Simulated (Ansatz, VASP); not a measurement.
## Au in VASP and in Ansatz

```xyz
1
Lattice="0.0000 1.9787 1.9787 1.9787 0.0000 1.9787 1.9787 1.9787 0.0000" Properties=species:S:1:pos:R:3 pbc="T T T"
Au    0.0000    0.0000    0.0000
```

Alike in both runs: task single point; functional PBEsol; k mesh 18 × 18 × 18; occupations gaussian, width 0.1 eV; no spin polarisation.

```csv
,VASP,Ansatz
version,VASP 6.6.1,Ansatz 0.2.0
potentials or method,"VASP PAW PBE potentials, release 64 (Au), cutoff 520 eV","scalar-relativistic, plane waves, PAW"
valence electrons in the cell,11,19
```

Ansatz gave:

| Property | Result |
| --- | --- |
| gap on the k mesh at the Fermi level (eV) | none |
| pressure (GPa) | 21.6 |

Problem. Estimate VASP's values.

Solution. gap on the k mesh at the Fermi level (eV): none; pressure (GPa): 21.2.

VASP's potentials were made for PBE, not for PBEsol. A gap of «none» marks a metal or a gap that the smearing closes. VASP's potentials hold 11 valence electrons a cell and Ansatz's 19, so a difference there can come from the potentials and not from the codes.

Neither program's run includes spin-orbit coupling.
